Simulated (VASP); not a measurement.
# Ti3Al (P-6m2) in VASP: single point with PBE

Aim: the single point of Ti3Al with PBE.

All numbers are computed with VASP 6.6.1; they aren't measurements. Logs are shortened: lines on timing, memory, paths and dates and some standing lists are left out, and cuts for length are marked.

## 1. The cell of the first run

It takes space group P-6m2 (No. 187, hexagonal). Conventional cell: a = 2.930 Å, b = 2.930 Å, c = 9.232 Å, α = 90.00°, β = 90.00°, γ = 120.00°. Ti (site symmetry -6m2) has 12 Ti at 2.86 to 2.93 Å within 3.8 Å. Ti (site symmetry 3m) has 9 Ti at 2.86 to 2.93 Å and 3 Al at 2.86 Å within 3.8 Å. Al (site symmetry -6m2) has 6 Ti at 2.86 Å and 6 Al at 2.93 Å within 3.8 Å.

## 2. Single point, PBE

INCAR

```
PREC = Accurate ; ENCUT = 520
EDIFF = 1E-7 ; ISMEAR = 0
SIGMA = 0.1 ; LREAL = False
LASPH = True ; NELM = 60
ALGO = Fast ; ISIF = 2
LWAVE = False ; LCHARG = False
GGA = PE ; NBANDS = 28
```

KPOINTS

```
Automatic mesh
0
Gamma
  18 18 6
```

POSCAR

```
Ti3Al
1.0
    2.9297602852      0.0000000000      0.0000000000
   -1.4648801426      2.5372468340      0.0000000000
    0.0000000000      0.0000000000      9.2316140869
Ti Al
3 1
Direct
    0.6666666667      0.3333333333      0.0000000000
    0.3333333333      0.6666666667      0.7504593716
    0.3333333333      0.6666666667      0.2495406284
    0.6666666667      0.3333333333      0.5000000000
```

Potentials or basis: VASP PAW PBE potentials, release 64 (Ti_sv, Al).

Launch:

```sh
$ cat potpaw_PBE.64/Ti_sv/POTCAR potpaw_PBE.64/Al/POTCAR > POTCAR
$ mpirun -np 1 vasp_std > vasp.out
```

OUTCAR:

```text
PREC = Accurate
   ENCUT = 520
   EDIFF = 1E-7
   ISMEAR = 0
   LREAL = False
   LASPH = True
   NELM = 60
   ISIF = 2
   GGA = PE

 ion  position               nearest neighbor table
   1  0.667  0.333  0.000-   2 2.86   3 2.86   2 2.86   3 2.86   2 2.86   3 2.86
   2  0.333  0.667  0.750-   1 2.86   1 2.86   1 2.86   4 2.86   4 2.86   4 2.86
   3  0.333  0.667  0.250-   1 2.86   1 2.86   1 2.86   4 2.86   4 2.86   4 2.86
   4  0.667  0.333  0.500-   2 2.86   3 2.86   2 2.86   3 2.86   2 2.86   3 2.86

  LATTYP: Found a hexagonal cell.
 ALAT       =     2.9297602852
 C/A-ratio  =     3.1509793254

  Lattice vectors:

 A1 = (   2.9297602852,   0.0000000000,   0.0000000000)
 A2 = (  -1.4648801426,   2.5372468340,   0.0000000000)
 A3 = (   0.0000000000,   0.0000000000,   9.2316140869)

Analysis of symmetry for initial positions (statically):
=====================================================================
 Subroutine PRICEL returns:
 Original cell was already a primitive cell.

 Routine SETGRP: Setting up the symmetry group for a
 hexagonal supercell.

 Subroutine GETGRP returns: Found 12 space group operations
 (whereof 12 operations were pure point group operations)
 out of a pool of 24 trial point group operations.

The static configuration has the point symmetry D_3h.

Analysis of symmetry for dynamics (positions and initial velocities):
=====================================================================
 Subroutine PRICEL returns:
 Original cell was already a primitive cell.

 Routine SETGRP: Setting up the symmetry group for a
 hexagonal supercell.

 Subroutine GETGRP returns: Found 12 space group operations
 (whereof 12 operations were pure point group operations)
 out of a pool of 24 trial point group operations.

The dynamic configuration has the point symmetry D_3h.

 Subroutine INISYM returns: Found 12 space group operations
 (whereof 12 operations are pure point group operations),
 and found     1 'primitive' translations

----------------------------------------------------------------------------------------

                                     Primitive cell

  volume of cell :      68.6234

  direct lattice vectors                    reciprocal lattice vectors
     2.929760285  0.000000000  0.000000000     0.341324853  0.197063996  0.000000000
    -1.464880143  2.537246834  0.000000000     0.000000000  0.394127992  0.000000000
     0.000000000  0.000000000  9.231614087     0.000000000  0.000000000  0.108323419

  length of vectors
     2.929760285  2.929760285  9.231614087     0.394127992  0.394127992  0.108323419

  position of ions in fractional coordinates (direct lattice)
     0.666666667  0.333333333  0.000000000
     0.333333333  0.666666667  0.750459372
     0.333333333  0.666666667  0.249540628
     0.666666667  0.333333333  0.500000000

  ion indices of the primitive-cell ions
   primitive index   ion index
                 1           1
                 2           2
                 3           3
                 4           4

----------------------------------------------------------------------------------------

 KPOINTS: Automatic mesh

Automatic generation of k-mesh.
 Grid dimensions read from file:
 generate k-points for:   18   18    6

 Generating k-lattice:

  Cartesian coordinates                     Fractional coordinates (reciprocal lattice)
     0.018962492  0.010948000  0.000000000     0.055555556  0.000000000  0.000000000
     0.000000000  0.021896000  0.000000000     0.000000000  0.055555556  0.000000000
     0.000000000  0.000000000  0.018053903     0.000000000  0.000000000  0.166666667

  Length of vectors
     0.021896000  0.021896000  0.018053903

  Shift w.r.t. Gamma in fractional coordinates (k-lattice)
     0.000000000  0.000000000  0.000000000

 Subroutine IBZKPT returns following result:
 ===========================================

 Found    148 irreducible k-points:

 Following reciprocal coordinates:
            Coordinates               Weight
  0.000000  0.000000  0.000000      1.000000
  0.055556  0.000000  0.000000      6.000000
  0.111111  0.000000  0.000000      6.000000
  0.166667  0.000000  0.000000      6.000000
  0.222222 -0.000000  0.000000      6.000000
  0.277778  0.000000  0.000000      6.000000
[... 16 lines left out ...]
  0.333333  0.111111  0.000000     12.000000
  0.388889  0.111111  0.000000     12.000000
 [... further k-points ...]
   k-points           NKPTS =    148   k-points in BZ     NKDIM =    148   number of bands    NBANDS=     28
   number of dos      NEDOS =    301   number of ions     NIONS =      4
   total plane-waves  NPLWV =  40320
   dimension x,y,z NGX =    24 NGY =   24 NGZ =   70
   dimension x,y,z NGXF=    48 NGYF=   48 NGZF=  140
   ions per type =               3   1
   NGX,Y,Z   is equivalent  to a cutoff of  13.62, 13.62, 12.61 a.u.
   NGXF,Y,Z  is equivalent  to a cutoff of  27.24, 27.24, 25.21 a.u.
 SYSTEM =  unknown system
   PREC   = accura    normal or accurate (medium, high low for compatibility)
   ISTART =      0    job   : 0-new  1-cont  2-samecut
   ICHARG =      2    charge: 1-file 2-atom 10-const
   ISPIN  =      1    spin polarized calculation?
   LNONCOLLINEAR =      F non collinear calculations
   LSORBIT =      F    spin-orbit coupling
   LASPH  =      T    aspherical Exc in radial PAW
   ENCUT  =  520.0 eV  38.22 Ry    6.18 a.u.   5.45  5.45 17.16*2*pi/ulx,y,z
   NELM   =     60;   NELMIN=  2; NELMDL= -5     # of ELM steps
   EDIFF  = 0.1E-06   stopping-criterion for ELM
   LREAL  =      F    real-space projection
   EDIFFG = 0.1E-05   stopping-criterion for IOM
   NSW    =      0    number of steps for IOM
   IBRION =     -1    ionic relax: 0-MD 1-quasi-New 2-CG
   NFREE  =      0    steps in history (QN), initial steepest desc. (CG)
   ISIF   =      2    stress and relaxation
   ISYM   =      2    0-nonsym 1-usesym 2-fastsym
   POTIM  = 0.5000    time-step for ionic-motion
   TEBEG  =    0.0;   TEEND  =   0.0 temperature during run
   PSTRESS=    0.0 pullay stress
   NELECT =      39.0000    total number of electrons
   NUPDOWN=      -1.0000    fix difference up-down
   EMIN   =  10.00;   EMAX   =-10.00  energy-range for DOS
   EFERMI =   0.00;   METHOD = LEGACY
   ISMEAR =     0;   SIGMA  =   0.10  broadening in eV -4-tet -1-fermi 0-gaus
   EFERMI_NEDOS =   21; number of points for ismear=-14 and -15
   IALGO  =     68    algorithm
   IMIX   =      4    mixing-type and parameters
     AMIX     =   0.40;   BMIX     =  1.00
     AMIX_MAG =   1.60;   BMIX_MAG =  1.00
  volume/ion in A,a.u.               =      17.16       115.77
  Fermi-wavevector in a.u.,A,eV,Ry     =   1.356039  2.562542 25.018965  1.838842
  Thomas-Fermi vector in A             =   2.483076
   LORBIT       =      0    0 simple, 1 ext, 2 COOP (PROOUT), +10 PAW based schemes
   GGA     = PE    functional components
   LHFCALC =     F    Hartree Fock is set to
   AEXX    =    0.0000 exact exchange contribution
   IVDW    =     0    specifies the selected vdW correction
   LEPSILON=     F    determine dielectric tensor
   LRPA    =     F    only Hartree local field effects (RPA)
 non-spin polarized calculation
 RMM-DIIS sequential band-by-band and
 Gauss-broadening in eV      SIGMA  =   0.10
  energy-cutoff  :      520.00
  volume of cell :       68.62
 maximum number of plane-waves:      1907
 NGX is ok and might be reduce to    24
   NGX = 11   NGY = 11   NGZ = 35

 number of electron      38.9999989 magnetization

 Free energy of the ion-electron system (eV)
  ---------------------------------------------------
  ext. energy  EPLUGINS =         0.00000000
  ---------------------------------------------------
  free energy    TOTEN  =       -27.77958639 eV

  energy without entropy =      -27.76121652  energy(sigma->0) =      -27.77040146

 E-fermi :   7.9652     XC(G=0): -11.1852

 val. band max:        7.9583654700   @ k =   0.2222  -0.0000   0.3333
 cond. band min:       7.9675657953   @ k =   0.2222  -0.0000   0.5000
 fundamental gap:      0.0092003253
 Fermi energy:         7.9652099673

 k-point     1 :       0.0000    0.0000    0.0000
  band No.  band energies     occupation
      1     -48.7732      2.00000
      2     -48.7223      2.00000
      3     -48.6688      2.00000
      4     -25.2854      2.00000
      5     -25.0373      2.00000
      6     -24.7556      2.00000
[... 20 lines left out ...]
     27      10.0540      0.00000
     28      10.6620      0.00000

 k-point     2 :       0.0556    0.0000    0.0000
  band No.  band energies     occupation
      1     -48.7703      2.00000
      2     -48.7201      2.00000
      3     -48.6673      2.00000
      4     -25.2803      2.00000
      5     -25.0373      2.00000
      6     -24.7628      2.00000
[... 20 lines left out ...]
     27      10.0226      0.00000
     28      10.6403      0.00000

 k-point     3 :       0.1111    0.0000    0.0000
  band No.  band energies     occupation
      1     -48.7619      2.00000
      2     -48.7137      2.00000
      3     -48.6630      2.00000
      4     -25.2655      2.00000
      5     -25.0385      2.00000
      6     -24.7886      2.00000
[... 20 lines left out ...]
     27       9.9506      0.00000
     28      10.5842      0.00000

 k-point     4 :       0.1667    0.0000    0.0000
  band No.  band energies     occupation
      1     -48.7489      2.00000
      2     -48.7040      2.00000
      3     -48.6567      2.00000
      4     -25.2429      2.00000
      5     -25.0449      2.00000
      6     -24.8378      2.00000
[... 20 lines left out ...]
     27       9.9107      0.00000
     28      10.5277      0.00000

 k-point     5 :       0.2222   -0.0000    0.0000
  band No.  band energies     occupation
      1     -48.7324      2.00000
      2     -48.6921      2.00000
      3     -48.6493      2.00000
      4     -25.2159      2.00000
      5     -25.0638      2.00000
      6     -24.9023      2.00000
[... 20 lines left out ...]
     27      10.0281      0.00000
     28      10.5531      0.00000

 k-point     6 :       0.2778    0.0000    0.0000
  band No.  band energies     occupation
      1     -48.7142      2.00000
      2     -48.6793      2.00000
      3     -48.6420      2.00000
      4     -25.1916      2.00000
      5     -25.1021      2.00000
      6     -24.9659      2.00000
[... 463 lines left out ...]
      5     -25.1047      2.00000
      6     -24.9710      2.00000
[... 20 lines left out ...]
     27      10.5613      0.00000
     28      10.6980      0.00000

 k-point    22 :       0.2778    0.1111    0.0000
  band No.  band energies     occupation
      1     -48.6912      2.00000
      2     -48.6641      2.00000
      3     -48.6347      2.00000
      4     -25.1753      2.00000
      5     -25.1494      2.00000
      6     -25.0304      2.00000
[... 20 lines left out ...]
     27      10.7649      0.00000
     28      10.9453      0.00000

 k-point    23 :       0.3333    0.1111    0.0000
  band No.  band energies     occupation
      1     -48.6760      2.00000
      2     -48.6549      2.00000
      3     -48.6315      2.00000
      4     -25.1928      2.00000
      5     -25.1880      2.00000
      6     -25.0774      2.00000
[... 20 lines left out ...]
     27      10.8610      0.00000
     28      11.0589      0.00000

 k-point    24 :       0.3889    0.1111    0.0000
  band No.  band energies     occupation
      1     -48.6649      2.00000
      2     -48.6489      2.00000
      3     -48.6306      2.00000
      4     -25.2234      2.00000
      5     -25.2058      2.00000
      6     -25.1073      2.00000
[... 20 lines left out ...]
     27      10.9198      0.00000
     28      11.2793      0.00000

 [... further k-points ...]

------------------------ aborting loop because EDIFF is reached ----------------------------------------

  FORCE on cell =-STRESS in cart. coord.  units (eV):
  Direction    XX          YY          ZZ          XY          YZ          ZX
  --------------------------------------------------------------------------------------
  -------------------------------------------------------------------------------------
  Total       -0.0727583     -0.0727583     -0.0633583      0.0000000     -0.0000000     -0.0000000
  in kB       -1.6987161     -1.6987161     -1.4792498      0.0000000     -0.0000000     -0.0000000
  external PRESSURE =      -1.6255607 kB  Pullay stress =       0.0000000 kB

 VOLUME and BASIS-vectors are now :
 -----------------------------------------------------------------------------
  energy-cutoff  :      520.00
  volume of cell :       68.62
      direct lattice vectors                 reciprocal lattice vectors
     2.929760285  0.000000000  0.000000000     0.341324853  0.197063996  0.000000000
    -1.464880143  2.537246834  0.000000000     0.000000000  0.394127992  0.000000000
     0.000000000  0.000000000  9.231614087     0.000000000  0.000000000  0.108323419

 POSITION                                       TOTAL-FORCE (eV/Angst)
 -----------------------------------------------------------------------------------
      1.46488      0.84575      0.00000         0.000000      0.000000      0.000000
     -0.00000      1.69150      6.92795        -0.000000      0.000000      0.007318
     -0.00000      1.69150      2.30366         0.000000     -0.000000     -0.007318
      1.46488      0.84575      4.61581        -0.000000      0.000000      0.000000
 -----------------------------------------------------------------------------------
    total drift:                                0.000000     -0.000000     -0.000000

  FREE ENERGIE OF THE ION-ELECTRON SYSTEM (eV)
  ---------------------------------------------------
  free  energy   TOTEN  =       -27.7795863925 eV

  energy  without entropy=      -27.7612165202  energy(sigma->0) =      -27.77040146
```

Wall time 30 min (1 thread of AMD EPYC 7R43 (Zen 3), shared host); peak memory 0.32 GiB.

Results:

```yaml
Free_energy: -27.7796 eV
Pressure: -0.2 GPa
Largest_force: 0.007 eV/Å
Band_gap_on_the_k_mesh: zero (an odd number of electrons rules out a gap without spin polarisation)
```

Forces in eV/Å, atoms in the order of the input:
```
Ti   0.000  0.000  0.000
Ti   0.000  0.000  0.007
Ti   0.000  0.000 -0.007
Al   0.000  0.000  0.000
```

Levels at points of the mesh, in eV from the Fermi level:
```csv
k point,band 17,band 18,band 19,band 20,band 21,band 22,band 23,band 24
"(0.00, 0.00, 0.00)",-0.75,0.47,0.73,0.83,0.83,0.92,0.92,1.22
"(0.50, 0.00, 0.00)",-1.44,-1.20,-0.64,-0.39,0.91,0.99,1.12,1.73
"(0.00, 0.00, 0.50)",-1.00,0.43,0.77,0.83,0.83,0.91,0.91,1.23
"(0.50, 0.00, 0.50)",-1.53,-1.19,-0.92,-0.05,0.87,0.88,1.06,1.85
```
